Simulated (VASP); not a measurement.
# SnO (Pmn2_1) in VASP: notebook

The runs below take SnO through single point, with PBEsol.

All numbers are computed with VASP 6.6.1; they aren't measurements. Logs are shortened: lines on timing, memory, paths and dates and some standing lists are left out, and cuts for length are marked.

**1. The cell of the first run**

The structure is orthorhombic, space group Pmn2_1 (No. 31). Conventional cell: a = 3.355 Å, b = 5.674 Å, c = 4.222 Å, α = 90.00°, β = 90.00°, γ = 90.00°. Within 2.8 Å of Sn (site symmetry m) lie 3 O at 2.15 to 2.16 Å. Within 2.8 Å of O (site symmetry m) lie 3 Sn at 2.15 to 2.16 Å.

**2. Single point, PBEsol**

File INCAR:

```
ALGO = Normal
EDIFF = 1E-7
ENCUT = 520
GGA = PS
ISIF = 2
ISMEAR = 0
LASPH = True
LCHARG = False
LREAL = False
LWAVE = False
NBANDS = 28
NELM = 100
PREC = Accurate
SIGMA = 0.01
```

File KPOINTS:

```
k-points
0
Gamma
  5 3 4
```

File POSCAR:

```
SnO
1.0
    3.3550050000      0.0000000000      0.0000000000
    0.0000000000      5.6741040000      0.0000000000
    0.0000000000      0.0000000000      4.2219700000
Sn O
2 2
Direct
    0.0000000000      0.2319090000      0.5131440000
    0.5000000000      0.7680910000      0.0131440000
    0.0000000000      0.8912500000      0.7368570000
    0.5000000000      0.1087500000      0.2368570000
```

Potentials or basis: VASP PAW PBE potentials, release 64 (Sn_d, O).

Launch:

```sh
$ cat potpaw_PBE.64/Sn_d/POTCAR potpaw_PBE.64/O/POTCAR > POTCAR
$ mpirun -np 1 vasp_std > vasp.out
```

OUTCAR:

```text
EDIFF = 1E-7
   ENCUT = 520
   GGA = PS
   ISIF = 2
   ISMEAR = 0
   LASPH = True
   LREAL = False
   NELM = 100
   PREC = Accurate

 ion  position               nearest neighbor table
   1  0.000  0.232  0.513-   3 2.15   4 2.16   4 2.16
   2  0.500  0.768  0.013-   4 2.15   3 2.16   3 2.16
   3  0.000  0.891  0.737-   1 2.15   2 2.16   2 2.16
   4  0.500  0.109  0.237-   2 2.15   1 2.16   1 2.16

  LATTYP: Found a simple orthorhombic cell.
 ALAT       =     3.3550050000
 B/A-ratio  =     1.2584094510
 C/A-ratio  =     1.6912356315

  Lattice vectors:

 A1 = (  -3.3550050000,   0.0000000000,   0.0000000000)
 A2 = (   0.0000000000,   0.0000000000,   4.2219700000)
 A3 = (   0.0000000000,   5.6741040000,   0.0000000000)

Analysis of symmetry for initial positions (statically):
=====================================================================
 Subroutine PRICEL returns:
 Original cell was already a primitive cell.

 Routine SETGRP: Setting up the symmetry group for a
 simple orthorhombic supercell.

 Subroutine GETGRP returns: Found  4 space group operations
 (whereof  2 operations were pure point group operations)
 out of a pool of  8 trial point group operations.

The static configuration has the point symmetry C_1h.
 The point group associated with its full space group is C_2v.

Analysis of symmetry for dynamics (positions and initial velocities):
=====================================================================
 Subroutine PRICEL returns:
 Original cell was already a primitive cell.

 Routine SETGRP: Setting up the symmetry group for a
 simple orthorhombic supercell.

 Subroutine GETGRP returns: Found  4 space group operations
 (whereof  2 operations were pure point group operations)
 out of a pool of  8 trial point group operations.

The dynamic configuration has the point symmetry C_1h.
 The point group associated with its full space group is C_2v.

 Subroutine INISYM returns: Found  4 space group operations
 (whereof  2 operations are pure point group operations),
 and found     1 'primitive' translations

----------------------------------------------------------------------------------------

                                     Primitive cell

  volume of cell :      80.3722

  direct lattice vectors                    reciprocal lattice vectors
     3.355005000  0.000000000  0.000000000     0.298062149  0.000000000  0.000000000
     0.000000000  5.674104000  0.000000000     0.000000000  0.176239279  0.000000000
     0.000000000  0.000000000  4.221970000     0.000000000  0.000000000  0.236856254

  length of vectors
     3.355005000  5.674104000  4.221970000     0.298062149  0.176239279  0.236856254

  position of ions in fractional coordinates (direct lattice)
     0.000000000  0.231909000  0.513144000
     0.500000000  0.768091000  0.013144000
     0.000000000  0.891250000  0.736857000
     0.500000000  0.108750000  0.236857000

  ion indices of the primitive-cell ions
   primitive index   ion index
                 1           1
                 2           2
                 3           3
                 4           4

----------------------------------------------------------------------------------------

 KPOINTS: k-points

Automatic generation of k-mesh.
 Grid dimensions read from file:
 generate k-points for:    5    3    4

 Generating k-lattice:

  Cartesian coordinates                     Fractional coordinates (reciprocal lattice)
     0.059612430  0.000000000  0.000000000     0.200000000  0.000000000  0.000000000
     0.000000000  0.058746426  0.000000000     0.000000000  0.333333333  0.000000000
     0.000000000  0.000000000  0.059214064     0.000000000  0.000000000  0.250000000

  Length of vectors
     0.059612430  0.058746426  0.059214064

  Shift w.r.t. Gamma in fractional coordinates (k-lattice)
     0.000000000  0.000000000  0.000000000

 Subroutine IBZKPT returns following result:
 ===========================================

 Found     18 irreducible k-points:

 Following reciprocal coordinates:
            Coordinates               Weight
  0.000000  0.000000  0.000000      1.000000
  0.200000  0.000000  0.000000      2.000000
  0.400000  0.000000  0.000000      2.000000
  0.000000  0.333333  0.000000      2.000000
  0.200000  0.333333  0.000000      4.000000
  0.400000  0.333333  0.000000      4.000000
[... 10 lines left out ...]
  0.200000  0.333333  0.500000      4.000000
  0.400000  0.333333  0.500000      4.000000
   k-points           NKPTS =     18   k-points in BZ     NKDIM =     18   number of bands    NBANDS=     28
   number of dos      NEDOS =    301   number of ions     NIONS =      4
   total plane-waves  NPLWV =  37632
   dimension x,y,z NGX =    28 NGY =   42 NGZ =   32
   dimension x,y,z NGXF=    56 NGYF=   84 NGZF=   64
   ions per type =               2   2
   NGX,Y,Z   is equivalent  to a cutoff of  13.87, 12.31, 12.60 a.u.
   NGXF,Y,Z  is equivalent  to a cutoff of  27.75, 24.61, 25.20 a.u.
 SYSTEM =  unknown system
   PREC   = accura    normal or accurate (medium, high low for compatibility)
   ISTART =      0    job   : 0-new  1-cont  2-samecut
   ICHARG =      2    charge: 1-file 2-atom 10-const
   ISPIN  =      1    spin polarized calculation?
   LNONCOLLINEAR =      F non collinear calculations
   LSORBIT =      F    spin-orbit coupling
   LASPH  =      T    aspherical Exc in radial PAW
   ENCUT  =  520.0 eV  38.22 Ry    6.18 a.u.   6.24 10.55  7.85*2*pi/ulx,y,z
   NELM   =    100;   NELMIN=  2; NELMDL= -5     # of ELM steps
   EDIFF  = 0.1E-06   stopping-criterion for ELM
   LREAL  =      F    real-space projection
   EDIFFG = 0.1E-05   stopping-criterion for IOM
   NSW    =      0    number of steps for IOM
   IBRION =     -1    ionic relax: 0-MD 1-quasi-New 2-CG
   NFREE  =      0    steps in history (QN), initial steepest desc. (CG)
   ISIF   =      2    stress and relaxation
   ISYM   =      2    0-nonsym 1-usesym 2-fastsym
   POTIM  = 0.5000    time-step for ionic-motion
   TEBEG  =    0.0;   TEEND  =   0.0 temperature during run
   PSTRESS=    0.0 pullay stress
   NELECT =      40.0000    total number of electrons
   NUPDOWN=      -1.0000    fix difference up-down
   EMIN   =  10.00;   EMAX   =-10.00  energy-range for DOS
   EFERMI =   0.00;   METHOD = LEGACY
   ISMEAR =     0;   SIGMA  =   0.01  broadening in eV -4-tet -1-fermi 0-gaus
   EFERMI_NEDOS =   21; number of points for ismear=-14 and -15
   IALGO  =     38    algorithm
   IMIX   =      4    mixing-type and parameters
     AMIX     =   0.40;   BMIX     =  1.00
     AMIX_MAG =   1.60;   BMIX_MAG =  1.00
  volume/ion in A,a.u.               =      20.09       135.59
  Fermi-wavevector in a.u.,A,eV,Ry     =   1.297357  2.451650 22.900458  1.683136
  Thomas-Fermi vector in A             =   2.428755
   LORBIT       =      0    0 simple, 1 ext, 2 COOP (PROOUT), +10 PAW based schemes
   GGA     = PS    functional components
   LHFCALC =     F    Hartree Fock is set to
   AEXX    =    0.0000 exact exchange contribution
   IVDW    =     0    specifies the selected vdW correction
   LEPSILON=     F    determine dielectric tensor
   LRPA    =     F    only Hartree local field effects (RPA)
 non-spin polarized calculation
 Gauss-broadening in eV      SIGMA  =   0.01
  energy-cutoff  :      520.00
  volume of cell :       80.37
 maximum number of plane-waves:      2178
 NGX is ok and might be reduce to    28
   NGX = 13   NGY = 21   NGZ = 15

 number of electron      39.9999992 magnetization

 Free energy of the ion-electron system (eV)
  ---------------------------------------------------
  ext. energy  EPLUGINS =         0.00000000
  ---------------------------------------------------
  free energy    TOTEN  =       -23.79234741 eV

  energy without entropy =      -23.79234741  energy(sigma->0) =      -23.79234741

 E-fermi :   4.7541     XC(G=0):  -9.7639

 val. band max:        4.7078439642   @ k =   0.0000   0.0000   0.0000
 cond. band min:       6.2484424320   @ k =   0.4000   0.3333   0.0000
 fundamental gap:      1.5405984678
 Fermi energy:         4.7540981929

 k-point     1 :       0.0000    0.0000    0.0000
  band No.  band energies     occupation
      1     -16.4145      2.00000
      2     -16.0877      2.00000
      3     -16.0033      2.00000
      4     -15.9771      2.00000
      5     -15.9497      2.00000
      6     -15.9179      2.00000
[... 20 lines left out ...]
     27      13.3588      0.00000
     28      13.9410      0.00000

 k-point     2 :       0.2000    0.0000    0.0000
  band No.  band energies     occupation
      1     -16.4018      2.00000
      2     -16.1206      2.00000
      3     -16.0085      2.00000
      4     -15.9807      2.00000
      5     -15.9641      2.00000
      6     -15.9204      2.00000
[... 20 lines left out ...]
     27      13.1834      0.00000
     28      14.1527      0.00000

 k-point     3 :       0.4000    0.0000    0.0000
  band No.  band energies     occupation
      1     -16.3940      2.00000
      2     -16.3124      2.00000
      3     -15.9690      2.00000
      4     -15.9548      2.00000
      5     -15.9355      2.00000
      6     -15.9244      2.00000
[... 20 lines left out ...]
     27      13.1297      0.00000
     28      14.3989      0.00000

 k-point     4 :       0.0000    0.3333    0.0000
  band No.  band energies     occupation
      1     -16.4085      2.00000
      2     -16.0910      2.00000
      3     -15.9981      2.00000
      4     -15.9747      2.00000
      5     -15.9520      2.00000
      6     -15.9240      2.00000
[... 392 lines left out ...]
     27      15.0868      0.00000
     28      15.0868      0.00000

 k-point    17 :       0.2000    0.3333    0.5000
  band No.  band energies     occupation
      1     -16.2942      2.00000
      2     -16.2942      2.00000
      3     -15.9924      2.00000
      4     -15.9924      2.00000
      5     -15.9488      2.00000
      6     -15.9488      2.00000
[... 20 lines left out ...]
     27      14.8254      0.00000
     28      14.8254      0.00000

 k-point    18 :       0.4000    0.3333    0.5000
  band No.  band energies     occupation
      1     -16.3754      2.00000
      2     -16.3754      2.00000
      3     -15.9837      2.00000
      4     -15.9837      2.00000
      5     -15.9142      2.00000
      6     -15.9142      2.00000
[... 20 lines left out ...]
     27      14.2185      0.00000
     28      14.2185      0.00000

------------------------ aborting loop because EDIFF is reached ----------------------------------------

  FORCE on cell =-STRESS in cart. coord.  units (eV):
  Direction    XX          YY          ZZ          XY          YZ          ZX
  --------------------------------------------------------------------------------------
  -------------------------------------------------------------------------------------
  Total       -1.7012546     -1.2711805     -1.2866433      0.0000000      0.0000000      0.0000000
  in kB      -33.9136315    -25.3403258    -25.6485680      0.0000000      0.0000000      0.0000000
  external PRESSURE =     -28.3008418 kB  Pullay stress =       0.0000000 kB

 VOLUME and BASIS-vectors are now :
 -----------------------------------------------------------------------------
  energy-cutoff  :      520.00
  volume of cell :       80.37
      direct lattice vectors                 reciprocal lattice vectors
     3.355005000  0.000000000  0.000000000     0.298062149  0.000000000  0.000000000
     0.000000000  5.674104000  0.000000000     0.000000000  0.176239279  0.000000000
     0.000000000  0.000000000  4.221970000     0.000000000  0.000000000  0.236856254

 POSITION                                       TOTAL-FORCE (eV/Angst)
 -----------------------------------------------------------------------------------
      0.00000      1.31588      2.16648         0.000000     -0.337024     -0.101377
      1.67750      4.35823      0.05549         0.000000      0.337024     -0.101377
      0.00000      5.05705      3.11099         0.000000      0.125375      0.101377
      1.67750      0.61706      1.00000         0.000000     -0.125375      0.101377
 -----------------------------------------------------------------------------------
    total drift:                                0.000000      0.000000     -0.000304

  FREE ENERGIE OF THE ION-ELECTRON SYSTEM (eV)
  ---------------------------------------------------
  free  energy   TOTEN  =       -23.7923474093 eV

  energy  without entropy=      -23.7923474093  energy(sigma->0) =      -23.79234741
```

Run time: 47 s. Hardware: 1 thread of Intel Xeon Platinum 8375C at 2.90GHz (Ice Lake), shared host; peak memory 0.19 GiB.

Results:

```
Free energy            : -23.7923 eV
Pressure               : -2.8 GPa
Largest force          : 0.352 eV/Å
Band gap on the k mesh : 1.54 eV, indirect (least direct gap 2.13 eV)
```

Forces on the atoms (eV/Å):
```
Sn   0.000 -0.337 -0.101
Sn   0.000  0.337 -0.101
O    0.000  0.125  0.101
O    0.000 -0.125  0.101
```

Caveat: the PAW data sets were made with another functional, which shifts forces and pressure a little; spin-orbit coupling is left out, which moves the levels of the heavy elements. A k mesh can miss the band edges.

**3. Single point, PBEsol, non-collinear spin, zero start, spin-orbit coupling**

File INCAR:

```
SYSTEM = SnO
  ALGO = Normal
  EDIFF = 1E-7
  ENCUT = 520
  GGA = PS
  GGA_COMPAT = .False.
  ISIF = 2
  ISMEAR = 0
  LASPH = .True.
  LCHARG = .True.
  LNONCOLLINEAR = .True.
  LORBIT = 11
  LORBMOM = .True.
  LREAL = .False.
  LSORBIT = .True.
  LVHAR = .True.
  LWAVE = .False.
  MAGMOM = 0 0 0 0 0 0 0 0 0 0 0 0
  NBANDS = 54
  NELM = 150
  PREC = Accurate
  SIGMA = 0.01
```

File KPOINTS:

```
k-points
0
Gamma
  5 3 4
  0 0 0
```

POSCAR is that of step 2.

Potentials or basis: VASP PAW PBE potentials, release 64 (Sn_d, O).

Launch:

```sh
$ cat potpaw_PBE.64/Sn_d/POTCAR potpaw_PBE.64/O/POTCAR > POTCAR
$ mpirun -np 1 vasp_ncl > vasp.out
```

OUTCAR:

```text
SYSTEM = SnO
   EDIFF = 1E-7
   ENCUT = 520
   GGA = PS
   ISIF = 2
   ISMEAR = 0
   LASPH = .True.
   LNONCOLLINEAR = .True.
   LORBIT = 11
   LREAL = .False.
   LSORBIT = .True.
   NELM = 150
   PREC = Accurate

 ion  position               nearest neighbor table
   1  0.000  0.232  0.513-   3 2.15   4 2.16   4 2.16
   2  0.500  0.768  0.013-   4 2.15   3 2.16   3 2.16
   3  0.000  0.891  0.737-   1 2.15   2 2.16   2 2.16
   4  0.500  0.109  0.237-   2 2.15   1 2.16   1 2.16

  LATTYP: Found a simple orthorhombic cell.
 ALAT       =     3.3550050000
 B/A-ratio  =     1.2584094510
 C/A-ratio  =     1.6912356315

  Lattice vectors:

 A1 = (  -3.3550050000,   0.0000000000,   0.0000000000)
 A2 = (   0.0000000000,   0.0000000000,   4.2219700000)
[... 1675 lines left out ...]
     0.0000000     0.0000000     0.0000000     0.0000000     0.0000000     0.0000000     0.0000000
     0.0000000     0.0000000     0.0000000     0.0000000     0.0000000     0.0000000     0.0000000
     0.0000000     0.0000000     0.0000000     0.0000000     0.0000000     0.0000000     0.0000000

 total charge

# of ion       s       p       d       tot
------------------------------------------
    1        1.268   0.810  10.066  12.144
    2        1.268   0.810  10.066  12.144
    3        1.570   3.392   0.000   4.962
    4        1.570   3.392   0.000   4.962
--------------------------------------------------
tot          5.677   8.402  20.133  34.212

 magnetization (x)

# of ion       s       p       d       tot
------------------------------------------
    1        0.000  -0.000   0.000   0.000
    2       -0.000   0.000  -0.000  -0.000
    3        0.000  -0.000   0.000   0.000
    4       -0.000   0.000   0.000  -0.000
--------------------------------------------------
tot          0.000   0.000   0.000   0.000

 magnetization (y)

# of ion       s       p       d       tot
------------------------------------------
    1        0.000   0.000   0.000   0.000
    2        0.000   0.000   0.000   0.000
    3        0.000   0.000   0.000   0.000
    4        0.000   0.000   0.000   0.000
--------------------------------------------------
tot          0.000   0.000   0.000   0.000

 magnetization (z)

# of ion       s       p       d       tot
------------------------------------------
    1        0.000   0.000   0.000   0.000
    2        0.000   0.000   0.000   0.000
    3        0.000   0.000   0.000   0.000
    4        0.000   0.000   0.000   0.000
--------------------------------------------------
tot          0.000   0.000   0.000   0.000
```

Run time: 5.7 min. Hardware: 1 thread of Intel Xeon Platinum 8375C at 2.90GHz (Ice Lake), shared host; peak memory 0.41 GiB.

What came out:

```yaml
Free_energy: -23.8714 eV
Pressure: -2.9 GPa
Largest_force: 0.354 eV/Å
Net_moment: 0.00 μB per cell
Valence_electrons_inside_the_program's_atomic_spheres: Sn 12.14; O 4.96
```

Forces in eV/Å, atoms in the order of the input:
```
Sn   0.000 -0.339 -0.103
Sn   0.000  0.339 -0.103
O    0.000  0.127  0.103
O    0.000 -0.127  0.103
```

Stress tensor (GPa, compression positive):
```
-3.44  0.00  0.00
 0.00 -2.56  0.00
 0.00  0.00 -2.58
```

Moments on the atoms (μB; x, y, z):
```
Sn  0.00 0.00 0.00
Sn  0.00 0.00 0.00
O   0.00 0.00 0.00
O   0.00 0.00 0.00
```

Caveat: the k points lie up to 0.37 Å⁻¹ apart; the PAW data sets were made with another functional, which shifts forces and pressure a little.
